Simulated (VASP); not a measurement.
# ZrH3 (Pm-3m) in VASP: further runs, part 2 of 2

VASP 6.6.1. Earlier steps stand in the parts before.

### 3 Single point, BLYP

Contents of INCAR:

```
SYSTEM = ZrH3
PREC     = Accurate       ! precision mode
ENCUT    = 520            ! plane-wave cutoff, eV
EDIFF    = 1E-6           ! SCF threshold, eV
ISMEAR   = 1              ! smearing method
SIGMA    = 0.3            ! smearing width, eV
LREAL    = .False.        ! projectors in reciprocal space
LASPH    = .True.         ! aspherical terms in the spheres
NELM     = 60             ! most SCF steps
ALGO     = Normal         ! electronic algorithm
ISIF     = 2              ! what is computed and relaxed
LWAVE    = .False.        ! write WAVECAR
LCHARG   = .True.         ! write CHGCAR
GGA      = B5             ! functional
ALDAX    = 1.0          
AGGAX    = 1.0          
AGGAC    = 1.0          
ALDAC    = 0.0          
LELF     = .True.         ! ELF
LVHAR    = .True.       
NBANDS   = 16             ! bands
```

Contents of KPOINTS:

```
Automatic mesh
0
Gamma
  9 9 9
  0.5 0.5 0.5
```

Contents of POSCAR:

```
ZrH3
1.0
    3.1260380000      0.0000000000      0.0000000000
    0.0000000000      3.1260380000      0.0000000000
    0.0000000000      0.0000000000      3.1260380000
Zr H
1 3
Direct
    0.0000000000      0.0000000000      0.0000000000
    0.0000000000      0.5000000000      0.5000000000
    0.5000000000      0.0000000000      0.5000000000
    0.5000000000      0.5000000000      0.0000000000
```

Potentials or basis: VASP PAW PBE potentials, release 64 (Zr_sv, H).

The run is started by

```bash
> cat potpaw_PBE.64/Zr_sv/POTCAR potpaw_PBE.64/H/POTCAR > POTCAR
> mpirun -np 1 vasp_std > vasp.out
```

OUTCAR:

```text
SYSTEM = ZrH3
   PREC = Accurate
   ENCUT = 520
   EDIFF = 1E-6
   ISMEAR = 1
   LREAL = .False.
   LASPH = .True.
   NELM = 60
   ISIF = 2
   GGA = B5

 ion  position               nearest neighbor table
   1  0.000  0.000  0.000-   2 2.21   3 2.21   4 2.21   2 2.21   3 2.21   2 2.21   4 2.21   2 2.21
                             3 2.21   4 2.21   3 2.21   4 2.21
   2  0.000  0.500  0.500-   1 2.21   1 2.21   1 2.21   1 2.21
   3  0.500  0.000  0.500-   1 2.21   1 2.21   1 2.21   1 2.21
   4  0.500  0.500  0.000-   1 2.21   1 2.21   1 2.21   1 2.21

  LATTYP: Found a simple cubic cell.
 ALAT       =     3.1260380000

  Lattice vectors:

 A1 = (   3.1260380000,   0.0000000000,   0.0000000000)
 A2 = (   0.0000000000,   3.1260380000,   0.0000000000)
 A3 = (   0.0000000000,   0.0000000000,   3.1260380000)

Analysis of symmetry for initial positions (statically):
=====================================================================
 Subroutine PRICEL returns:
 Original cell was already a primitive cell.

 Routine SETGRP: Setting up the symmetry group for a
 simple cubic supercell.

 Subroutine GETGRP returns: Found 48 space group operations
 (whereof 48 operations were pure point group operations)
 out of a pool of 48 trial point group operations.

The static configuration has the point symmetry O_h .

Analysis of symmetry for dynamics (positions and initial velocities):
=====================================================================
 Subroutine PRICEL returns:
 Original cell was already a primitive cell.

 Routine SETGRP: Setting up the symmetry group for a
 simple cubic supercell.

 Subroutine GETGRP returns: Found 48 space group operations
 (whereof 48 operations were pure point group operations)
 out of a pool of 48 trial point group operations.

The dynamic configuration has the point symmetry O_h .

 Subroutine INISYM returns: Found 48 space group operations
 (whereof 48 operations are pure point group operations),
 and found     1 'primitive' translations

----------------------------------------------------------------------------------------

                                     Primitive cell

  volume of cell :      30.5480

  direct lattice vectors                    reciprocal lattice vectors
     3.126038000  0.000000000  0.000000000     0.319893744  0.000000000  0.000000000
     0.000000000  3.126038000  0.000000000     0.000000000  0.319893744  0.000000000
     0.000000000  0.000000000  3.126038000     0.000000000  0.000000000  0.319893744

  length of vectors
     3.126038000  3.126038000  3.126038000     0.319893744  0.319893744  0.319893744

  position of ions in fractional coordinates (direct lattice)
     0.000000000  0.000000000  0.000000000
     0.000000000  0.500000000  0.500000000
     0.500000000  0.000000000  0.500000000
     0.500000000  0.500000000  0.000000000

  ion indices of the primitive-cell ions
   primitive index   ion index
                 1           1
                 2           2
                 3           3
                 4           4

----------------------------------------------------------------------------------------

 KPOINTS: Automatic mesh

Automatic generation of k-mesh.
[... 24 lines left out ...]
  0.166667  0.055556  0.055556     24.000000
  0.277778  0.055556  0.055556     24.000000
  0.388889  0.055556  0.055556     24.000000
  0.500000  0.055556  0.055556     12.000000
  0.166667  0.166667  0.055556     24.000000
[... 16 lines left out ...]
  0.388889  0.388889  0.166667     24.000000
  0.500000  0.388889  0.166667     24.000000
 [... further k-points ...]
   k-points           NKPTS =     35   k-points in BZ     NKDIM =     35   number of bands    NBANDS=     16
   number of dos      NEDOS =    301   number of ions     NIONS =      4
   total plane-waves  NPLWV =  13824
   dimension x,y,z NGX =    24 NGY =   24 NGZ =   24
   dimension x,y,z NGXF=    48 NGYF=   48 NGZF=   48
   ions per type =               1   3
   NGX,Y,Z   is equivalent  to a cutoff of  12.76, 12.76, 12.76 a.u.
   NGXF,Y,Z  is equivalent  to a cutoff of  25.53, 25.53, 25.53 a.u.
 SYSTEM =  ZrH3
   PREC   = accura    normal or accurate (medium, high low for compatibility)
   ISTART =      0    job   : 0-new  1-cont  2-samecut
   ICHARG =      2    charge: 1-file 2-atom 10-const
   ISPIN  =      1    spin polarized calculation?
   LNONCOLLINEAR =      F non collinear calculations
   LSORBIT =      F    spin-orbit coupling
   LASPH  =      T    aspherical Exc in radial PAW
   ENCUT  =  520.0 eV  38.22 Ry    6.18 a.u.   5.81  5.81  5.81*2*pi/ulx,y,z
   NELM   =     60;   NELMIN=  2; NELMDL= -5     # of ELM steps
   EDIFF  = 0.1E-05   stopping-criterion for ELM
   LREAL  =      F    real-space projection
   EDIFFG = 0.1E-04   stopping-criterion for IOM
   NSW    =      0    number of steps for IOM
   IBRION =     -1    ionic relax: 0-MD 1-quasi-New 2-CG
   NFREE  =      0    steps in history (QN), initial steepest desc. (CG)
   ISIF   =      2    stress and relaxation
   ISYM   =      2    0-nonsym 1-usesym 2-fastsym
   POTIM  = 0.5000    time-step for ionic-motion
   TEBEG  =    0.0;   TEEND  =   0.0 temperature during run
   PSTRESS=    0.0 pullay stress
   NELECT =      15.0000    total number of electrons
   NUPDOWN=      -1.0000    fix difference up-down
   EMIN   =  10.00;   EMAX   =-10.00  energy-range for DOS
   EFERMI =   0.00;   METHOD = LEGACY
   ISMEAR =     1;   SIGMA  =   0.30  broadening in eV -4-tet -1-fermi 0-gaus
   EFERMI_NEDOS =   21; number of points for ismear=-14 and -15
   IALGO  =     38    algorithm
   IMIX   =      4    mixing-type and parameters
     AMIX     =   0.40;   BMIX     =  1.00
     AMIX_MAG =   1.60;   BMIX_MAG =  1.00
  volume/ion in A,a.u.               =       7.64        51.54
  Fermi-wavevector in a.u.,A,eV,Ry     =   1.291549  2.440674 22.695874  1.668100
  Thomas-Fermi vector in A             =   2.423312
   LORBIT       =      0    0 simple, 1 ext, 2 COOP (PROOUT), +10 PAW based schemes
   GGA     = B5    functional components
   LHFCALC =     F    Hartree Fock is set to
   AEXX    =    0.0000 exact exchange contribution
   IVDW    =     0    specifies the selected vdW correction
   LEPSILON=     F    determine dielectric tensor
   LRPA    =     F    only Hartree local field effects (RPA)
 non-spin polarized calculation
 Methfessel and Paxton  Order N= 1 SIGMA  =   0.30
  energy-cutoff  :      520.00
  volume of cell :       30.55
 maximum number of plane-waves:       844
 NGX is ok and might be reduce to    24
   NGX = 11   NGY = 11   NGZ = 11

 number of electron      15.0000002 magnetization

 Free energy of the ion-electron system (eV)
  ---------------------------------------------------
  ext. energy  EPLUGINS =         0.00000000
  ---------------------------------------------------
  free energy    TOTEN  =       -18.35791787 eV

  energy without entropy =      -18.35684005  energy(sigma->0) =      -18.35755860

 E-fermi :   8.2180     XC(G=0): -10.5041

 val. band max:        8.2106750615   @ k =   0.3889   0.2778   0.1667
 cond. band min:       8.2338153967   @ k =   0.2778   0.2778   0.0556
 fundamental gap:      0.0231403352
 Fermi energy:         8.2180020035

 k-point     1 :       0.0556    0.0556    0.0556
  band No.  band energies     occupation
      1     -41.1196      2.00000
      2     -18.9429      2.00000
      3     -18.9363      2.00000
      4     -18.9363      2.00000
      5      -1.6135      2.00000
      6       4.0601      2.00000
[... 433 lines left out ...]
      3     -19.4202      2.00000
      4     -18.9636      2.00000
      5       1.7147      2.00000
      6       3.6944      2.00000
[... 8 lines left out ...]
     15      20.0019      0.00000
     16      20.3401      0.00000

 [... further k-points ...]

------------------------ aborting loop because EDIFF is reached ----------------------------------------

  FORCE on cell =-STRESS in cart. coord.  units (eV):
  Direction    XX          YY          ZZ          XY          YZ          ZX
  --------------------------------------------------------------------------------------
  -------------------------------------------------------------------------------------
  Total        0.6949322      0.6949322      0.6949322      0.0000000      0.0000000      0.0000000
  in kB       36.4477109     36.4477109     36.4477109      0.0000000      0.0000000      0.0000000
  external PRESSURE =      36.4477109 kB  Pullay stress =       0.0000000 kB

 VOLUME and BASIS-vectors are now :
 -----------------------------------------------------------------------------
  energy-cutoff  :      520.00
  volume of cell :       30.55
      direct lattice vectors                 reciprocal lattice vectors
     3.126038000  0.000000000  0.000000000     0.319893744  0.000000000  0.000000000
     0.000000000  3.126038000  0.000000000     0.000000000  0.319893744  0.000000000
     0.000000000  0.000000000  3.126038000     0.000000000  0.000000000  0.319893744

 POSITION                                       TOTAL-FORCE (eV/Angst)
 -----------------------------------------------------------------------------------
      0.00000      0.00000      0.00000         0.000000      0.000000      0.000000
      0.00000      1.56302      1.56302         0.000000      0.000000      0.000000
      1.56302      0.00000      1.56302         0.000000      0.000000      0.000000
      1.56302      1.56302      0.00000         0.000000      0.000000      0.000000
 -----------------------------------------------------------------------------------
    total drift:                                0.000000      0.000000      0.000000

  FREE ENERGIE OF THE ION-ELECTRON SYSTEM (eV)
  ---------------------------------------------------
  free  energy   TOTEN  =       -18.3579178685 eV

  energy  without entropy=      -18.3568400516  energy(sigma->0) =      -18.35755860
```

Run time: 34 s. Hardware: 1 thread of Intel Xeon 8259CL, shared host; peak memory 0.15 GiB.

Results:

```yaml
Free_energy: -18.3579 eV
Pressure: 3.6 GPa
Band_gap_on_the_k_mesh: zero (an odd number of electrons rules out a gap without spin polarisation)
```

Caveat: the cell stands under pressure; so wide a smearing shifts energies and pressures; the PAW data sets were made with another functional, which shifts forces and pressure a little.

### 4 Single point, r2SCAN

POSCAR is that of step 3.

Contents of INCAR.step1:

```
SYSTEM = ZrH3
PREC     = Accurate       ! precision mode
ENCUT    = 520            ! plane-wave cutoff, eV
ISMEAR   = 1              ! smearing method
SIGMA    = 0.3            ! smearing width, eV
LREAL    = .FALSE.        ! projectors in reciprocal space
LASPH    = .TRUE.         ! aspherical terms in the spheres
NELM     = 100            ! most SCF steps
NBANDS   = 16             ! bands
GGA      = PE             ! functional
ALGO     = Normal         ! electronic algorithm
EDIFF    = 1E-4           ! SCF threshold, eV
LWAVE    = .TRUE.         ! write WAVECAR
LCHARG   = .FALSE.        ! write CHGCAR
```

Contents of INCAR.step2:

```
SYSTEM = ZrH3
PREC     = Accurate       ! precision mode
ENCUT    = 520            ! plane-wave cutoff, eV
EDIFF    = 1E-7           ! SCF threshold, eV
ISMEAR   = 1              ! smearing method
SIGMA    = 0.3            ! smearing width, eV
LREAL    = .FALSE.        ! projectors in reciprocal space
LASPH    = .TRUE.         ! aspherical terms in the spheres
NELM     = 100            ! most SCF steps
ALGO     = Normal         ! electronic algorithm
ISIF     = 2              ! what is computed and relaxed
LWAVE    = .FALSE.        ! write WAVECAR
LCHARG   = .FALSE.        ! write CHGCAR
METAGGA  = R2SCAN         ! meta-GGA
LMIXTAU  = .TRUE.       
NBANDS   = 16             ! bands
ISTART   = 1
```

KPOINTS is that of step 3.

The run is started by

```bash
> cat potpaw_PBE.64/Zr_sv/POTCAR potpaw_PBE.64/H/POTCAR > POTCAR
> cp INCAR.step1 INCAR
> mpirun -np 1 vasp_std > vasp.out
> cp INCAR.step2 INCAR
> mpirun -np 1 vasp_std > vasp.out
```

It took 70 s on 1 thread of Intel Xeon 8259CL, shared host; peak memory 0.15 GiB.

Results (log left out):

```yaml
Free_energy: -34.4295 eV
Pressure: -1.6 GPa
Band_gap_on_the_k_mesh: zero (an odd number of electrons rules out a gap without spin polarisation)
```

Levels at points of the mesh, in eV from the Fermi level:
| k point | band 3 | band 4 | band 5 | band 6 | band 7 | band 8 | band 9 | band 10 | band 11 | band 12 |
| --- | --- | --- | --- | --- | --- | --- | --- | --- | --- | --- |
| (0.50, 0.50, 0.50) | -28.57 | -28.57 | -6.14 | -6.14 | -6.14 | 4.18 | 5.70 | 5.70 | 6.39 | 6.39 |

Caveat: so wide a smearing shifts energies and pressures; the PAW data sets were made with another functional, which shifts forces and pressure a little.

### 5 Summary

| level | gap on the mesh (eV) | pressure (GPa) |
| --- | --- | --- |
| PBEsol | none | -4.5 |
| BLYP | none | 3.6 |
| r2SCAN | none | -1.6 |

Alike in all rows: task single point; potentials or basis VASP PAW PBE potentials, release 64 (Zr_sv, H); no spin polarisation; cell as given; k mesh 9 × 9 × 9, shifted; cutoff (eV) 520; smearing methfessel-paxton 0.3 eV.

The pressure there spans -4.5 GPa (PBEsol) to 3.6 GPa (BLYP); a positive pressure means that this level wants a larger cell, a negative one a smaller.

Caveats: so wide a smearing shifts energies and pressures; the PAW data sets were made with another functional, which shifts forces and pressure a little; the cell stands under tension (at least some runs); the cell stands under pressure (at least some runs).

Total energies depend on the potentials used, so only differences within one code and one set of settings carry meaning.
